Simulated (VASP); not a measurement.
# As in VASP: a series of runs, part 2 of 2

VASP 6.6.1.

### Step 3. Single point, PBE+D3(BJ) (layers slid over each other)

The input, INCAR:

```
SYSTEM = As
PREC = Accurate
ENCUT = 520
EDIFF = 1E-6
ISMEAR = 0
SIGMA = 0.05
LREAL = .FALSE.
LASPH = .TRUE.
NELM = 80
ALGO = Normal
ISIF = 2
LWAVE = .FALSE.
LCHARG = .TRUE.
LDIPOL = .TRUE.
IDIPOL = 3
DIPOL = 0.5 0.5 0.371
GGA = PE
IVDW = 12
LELF = .TRUE.
LVHAR = .TRUE.
LVACPOTAV = .TRUE.
NBANDS = 18
```

The input, KPOINTS:

```
regular mesh
0
G
  9 9 1
  0 0 0
```

The input, POSCAR:

```
As
1.0
    3.5716242768      0.0000000000      0.0000000000
   -1.7858121384      3.0931173565      0.0000000000
    0.0000000000      0.0000000000     20.2951239260
As
4
Direct
    0.3333333333      0.6666666667      0.2217281361
    0.6666666667      0.3333333333      0.2905900937
    0.6666666667      0.5000000000      0.4517125392
    1.0000000000      0.1666666667      0.5205744968
```

Potentials or basis: VASP PAW PBE potentials, release 64 (As).

Run with:

```bash
$ cat potpaw_PBE.64/As/POTCAR > POTCAR
$ mpirun -np 1 vasp_std > vasp.out
```

OUTCAR:

```text
SYSTEM = As
   PREC = Accurate
   ENCUT = 520
   EDIFF = 1E-6
   ISMEAR = 0
   LREAL = .FALSE.
   LASPH = .TRUE.
   NELM = 80
   ISIF = 2
   GGA = PE
   IVDW = 12
 IVDW          = 12

 ion  position               nearest neighbor table
   1  0.333  0.667  0.222-   2 2.49   2 2.49   2 2.49
   2  0.667  0.333  0.291-   1 2.49   1 2.49   1 2.49
   3  0.667  0.500  0.452-   4 2.49   4 2.49   4 2.49
   4  0.000  0.167  0.521-   3 2.49   3 2.49   3 2.49

[... 714 lines left out ...]
  Direction    XX          YY          ZZ          XY          YZ          ZX
  --------------------------------------------------------------------------------------
  -------------------------------------------------------------------------------------
  Total       0.23712     0.54313     1.08454     0.03893     0.39286    -0.25104
  in kB       1.69444     3.88118     7.75000     0.27821     2.80737    -1.79394
  external pressure =        4.44 kB  Pullay stress =        0.00 kB

 VOLUME and BASIS-vectors are now :
 -----------------------------------------------------------------------------
  energy-cutoff  :      520.00
  volume of cell :      224.21
      direct lattice vectors                 reciprocal lattice vectors
     3.571624277  0.000000000  0.000000000     0.279984658  0.161649217  0.000000000
    -1.785812138  3.093117357  0.000000000     0.000000000  0.323298435  0.000000000
     0.000000000  0.000000000 20.295123926     0.000000000  0.000000000  0.049272919

 POSITION                                       TOTAL-FORCE (eV/Angst)
 -----------------------------------------------------------------------------------
     -0.00000      2.06208      4.50000         0.022543     -0.033637     -0.140713
      1.78581      1.03104      5.89756         0.034892     -0.057681     -0.075157
      1.48818      1.54656      9.16756        -0.034892      0.057681      0.075157
     -0.29764      0.51552     10.56512        -0.022543      0.033637      0.140713
 -----------------------------------------------------------------------------------
    total drift:                               -0.000001     -0.000001     -0.000060

  FREE ENERGIE OF THE ION-ELECTRON SYSTEM (eV)
  ---------------------------------------------------
  free  energy   TOTEN  =       -19.6150922820 eV

  energy  without entropy=      -19.6150922820  energy(sigma->0) =      -19.61509228

 vacuum level on the upper side and lower side of the slab         3.792         3.792
```

OSZICAR:

```text
N       E                     dE             d eps       ncg     rms          rms(c)
DAV:   1     0.110466007209E+03    0.11047E+03   -0.66226E+03  1476   0.817E+02
DAV:   2    -0.714371177622E+01   -0.11761E+03   -0.11241E+03  2094   0.142E+02
DAV:   3    -0.184145823008E+02   -0.11271E+02   -0.11174E+02  2054   0.495E+01
DAV:   4    -0.186416722122E+02   -0.22709E+00   -0.22677E+00  1838   0.815E+00
DAV:   5    -0.186460338565E+02   -0.43616E-02   -0.43614E-02  1936   0.107E+00    0.486E+00
DAV:   6    -0.185662905522E+02    0.79743E-01   -0.40451E-02  1698   0.956E-01    0.286E+00
DAV:   7    -0.185241465780E+02    0.42144E-01   -0.78954E-02  1796   0.134E+00    0.165E-01
DAV:   8    -0.185249811382E+02   -0.83456E-03   -0.26757E-03  1718   0.262E-01    0.566E-02
DAV:   9    -0.185250614479E+02   -0.80310E-04   -0.25768E-04  1908   0.833E-02    0.287E-02
DAV:  10    -0.185250413247E+02    0.20123E-04   -0.45143E-05  1910   0.308E-02    0.105E-02
DAV:  11    -0.185250405352E+02    0.78944E-06   -0.39799E-05  1874   0.261E-02    0.679E-03
DAV:  12    -0.185250767117E+02   -0.36176E-04   -0.12370E-05  1658   0.113E-02    0.304E-03
DAV:  13    -0.185250851316E+02   -0.84199E-05   -0.11019E-05  1654   0.905E-03    0.258E-03
DAV:  14    -0.185251048192E+02   -0.19688E-04   -0.10803E-06  1676   0.451E-03    0.130E-03
DAV:  15    -0.185251295921E+02   -0.24773E-04   -0.83170E-07  1670   0.393E-03    0.107E-03
DAV:  16    -0.185251437035E+02   -0.14111E-04   -0.36952E-07  1402   0.204E-03    0.393E-04
DAV:  17    -0.185251490922E+02   -0.53886E-05   -0.14356E-07  1434   0.117E-03    0.207E-04
DAV:  18    -0.185251500493E+02   -0.95711E-06   -0.36575E-08  1210   0.701E-04
   1 F= -.19615092E+02 E0= -.19615092E+02  d E =-.169941E-10
```

stdout:

```text
POSCAR found type information on POSCAR As
 POSCAR found :  1 types and       4 ions
 scaLAPACK will be used
 LDA part: xc-table for (Slater+PW92), standard interpolation
 POSCAR, INCAR and KPOINTS ok, starting setup
 FFT: planning ... GRIDC
 FFT: planning ... GRID_SOFT
 FFT: planning ... GRID
 WAVECAR not read
 entering main loop
 -----------------------------------------------------------------------------
|                                                                             |
|           W    W    AA    RRRRR   N    N  II  N    N   GGGG   !!!           |
|           W    W   A  A   R    R  NN   N  II  NN   N  G    G  !!!           |
|           W    W  A    A  R    R  N N  N  II  N N  N  G       !!!           |
|           W WW W  AAAAAA  RRRRR   N  N N  II  N  N N  G  GGG   !            |
|           WW  WW  A    A  R   R   N   NN  II  N   NN  G    G                |
|           W    W  A    A  R    R  N    N  II  N    N   GGGG   !!!           |
|                                                                             |
|     Did not find any points to average over, which means that no vacuum     |
|     field-free region was found. Please increase the size of  your cell     |
|     in the dimension of the dipole correction to obtain accurate            |
|     workfunction values.                                                    |
|                                                                             |
 -----------------------------------------------------------------------------
```

Run time: 98 s. Hardware: 1 thread of Intel Xeon 6975P-C (Granite Rapids), shared host; peak memory 0.41 GiB.

What came out:

```
Free energy                : -19.6151 eV
Largest force              : 0.146 eV/Å
Band gap on the k mesh     : 0.77 eV (least direct gap 1.35 eV)
Dispersion energy per atom : -0.272 eV
```

Forces on the atoms (eV/Å):
```
As   0.023 -0.034 -0.141
As   0.035 -0.058 -0.075
As  -0.035  0.058  0.075
As  -0.023  0.034  0.141
```

Levels at points of the mesh, in eV from the valence-band top:
```csv
k point,band 8,band 9,band 10,band 11,band 12,band 13
"(0.00, 0.00, 0.00)",-0.40,-0.38,-0.16,1.50,2.11,2.99
```

Caveat: the cell differs from its parent crystal (layers slid over each other).

### Step 4. Single point, PBE+D3(BJ) (layers slid over each other)

The input, INCAR:

```
SYSTEM = As
ALGO = Normal
DIPOL = 0.5 0.5 0.371
EDIFF = 1E-6
ENCUT = 520
GGA = PE
IDIPOL = 3
ISIF = 2
ISMEAR = 0
IVDW = 12
LASPH = .TRUE.
LCHARG = .TRUE.
LDIPOL = .TRUE.
LELF = .TRUE.
LREAL = .FALSE.
LVACPOTAV = .TRUE.
LVHAR = .TRUE.
LWAVE = .FALSE.
NBANDS = 18
NELM = 100
PREC = Accurate
SIGMA = 0.05
```

The input, KPOINTS:

```
k-points
0
G
  9 9 1
  0 0 0
```

Changes to POSCAR since step 3:

```diff
@@ -10,3 +10,3 @@
     0.6666666667      0.3333333333      0.2905900937
-    0.6666666667      0.5000000000      0.4517125392
-    1.0000000000      0.1666666667      0.5205744968
+    0.8333333333      1.0000000000      0.4517125392
+    1.1666666667      0.6666666667      0.5205744968
```

Run with:

```bash
$ cat potpaw_PBE.64/As/POTCAR > POTCAR
$ mpirun -np 1 vasp_std > vasp.out
```

Wall time 1.7 min (1 thread of Intel Xeon 6975P-C (Granite Rapids), shared host); peak memory 0.4 GiB.

The run converged. Its results:

* Free energy: -19.7042 eV
* Largest force: 0.089 eV/Å
* Band gap on the k mesh: 0.94 eV (least direct gap 1.62 eV)
* Dispersion energy per atom: -0.273 eV

Forces on the atoms (eV/Å):
```
As  -0.012  0.012 -0.050
As  -0.020  0.016  0.085
As   0.020 -0.016 -0.085
As   0.012 -0.012  0.050
```

Levels at points of the mesh, in eV from the valence-band top:
| k point | band 8 | band 9 | band 10 | band 11 | band 12 | band 13 |
| --- | --- | --- | --- | --- | --- | --- |
| (0.00, 0.00, 0.00) | -0.26 | -0.25 | -0.12 | 1.64 | 2.25 | 3.14 |

Caveat: the cell differs from its parent crystal (layers slid over each other).

### Step 5. Single point, PBE+D3(BJ) (layers slid over each other)

The input, INCAR:

```
SYSTEM = As
  PREC = Accurate
  ENCUT = 520
  EDIFF = 1E-7
  ISMEAR = 0
  SIGMA = 0.05
  LREAL = .FALSE.
  LASPH = .TRUE.
  NELM = 80
  ALGO = Normal
  ISIF = 2
  LWAVE = .FALSE.
  LCHARG = .FALSE.
  LDIPOL = .TRUE.
  IDIPOL = 3
  DIPOL = 0.5 0.5 0.371
  GGA = PE
  IVDW = 12
  NBANDS = 18
```

The input, KPOINTS:

```
Automatic mesh
0
G
  9 9 1
  0 0 0
```

Changes to POSCAR since step 4:

```diff
@@ -10,3 +10,3 @@
     0.6666666667      0.3333333333      0.2905900937
-    0.8333333333      1.0000000000      0.4517125392
-    1.1666666667      0.6666666667      0.5205744968
+    1.1666666667      0.6666666667      0.4517125392
+    1.5000000000      0.3333333333      0.5205744968
```

Run with:

```bash
$ cat potpaw_PBE.64/As/POTCAR > POTCAR
$ mpirun -np 1 vasp_std > vasp.out
```

Wall time 93 s (1 thread of Intel Xeon 6975P-C (Granite Rapids), shared host); peak memory 0.39 GiB.

Results (log left out):

```
Free energy                : -19.7164 eV
Largest force              : 0.121 eV/Å
Band gap on the k mesh     : 0.93 eV (least direct gap 1.56 eV)
Dispersion energy per atom : -0.273 eV
```

Forces in eV/Å, atoms in the order of the input:
```
As  -0.023 -0.009 -0.071
As  -0.027 -0.014  0.117
As   0.027  0.014 -0.117
As   0.023  0.009  0.071
```

Levels at points of the mesh, in eV from the valence-band top:
```tsv
k point	band 8	band 9	band 10	band 11	band 12	band 13
(0.00, 0.00, 0.00)	-0.27	-0.23	-0.12	1.65	2.27	3.18
```

Caveat: the cell differs from its parent crystal (layers slid over each other).

### Step 6. The runs side by side

| cell | gap on the mesh (eV) | largest force (eV/Å) |
| --- | --- | --- |
| as given, atomic positions A | 0.88 | 0.09 |
| as given, atomic positions B | 0.77 | 0.15 |
| as given, atomic positions C | 0.94 | 0.09 |
| as given, atomic positions D | 0.93 | 0.12 |

Alike in all rows: task single point; level PBE+D3(BJ); potentials or basis VASP PAW PBE potentials, release 64 (As); no spin polarisation; k mesh 9 × 9 × 1; cutoff (eV) 520; smearing gaussian 0.05 eV.

Total energies depend on the potentials used, so only differences within one code and one set of settings carry meaning.
